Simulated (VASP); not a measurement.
A run of VASP 6.6.1:

File INCAR:

```
SYSTEM = TiN
PREC = Accurate ; ENCUT = 520
EDIFF = 1E-7 ; ISMEAR = -1
SIGMA = 0.08 ; LREAL = .FALSE.
LASPH = .TRUE. ; NELM = 60
ALGO = Normal ; ISIF = 2
LWAVE = .FALSE. ; LCHARG = .TRUE.
GGA = PE ; LELF = .TRUE.
LVHAR = .TRUE. ; NBANDS = 25
```

KPOINTS

```
Automatic mesh
0
G
  12 12 9
  0 0 0
```

File POSCAR:

```
TiN
1.0
    2.1236374920      2.1236374920      0.0000000000
   -2.1236374920      2.1236374920      0.0000000000
    0.0000000000      0.0000000000      4.2472749840
Ti N
2 2
Direct
    0.0000000000      0.0000000000      0.0000000000
    0.5000000000      0.5000000000      0.5000000000
    0.5000000000      0.5000000000      0.0000000000
    0.0000000000      0.0000000000      0.5000000000
```

Potentials or basis: VASP PAW PBE potentials, release 64 (Ti_sv, N).

The run is started by

```bash
$ cat potpaw_PBE.64/Ti_sv/POTCAR potpaw_PBE.64/N/POTCAR > POTCAR
$ mpirun -np 1 vasp_std > vasp.out
```

Hardware: 1 thread of Intel(R) Xeon(R) 6975P-C (Granite Rapids) (shared host).

Q: Estimate the wall time of this run.

A: Run time: 59 s on 1 thread of Intel(R) Xeon(R) 6975P-C (Granite Rapids), on a shared host, peak memory 0.22 GiB. Counts: scf iterations 20, k points 140.
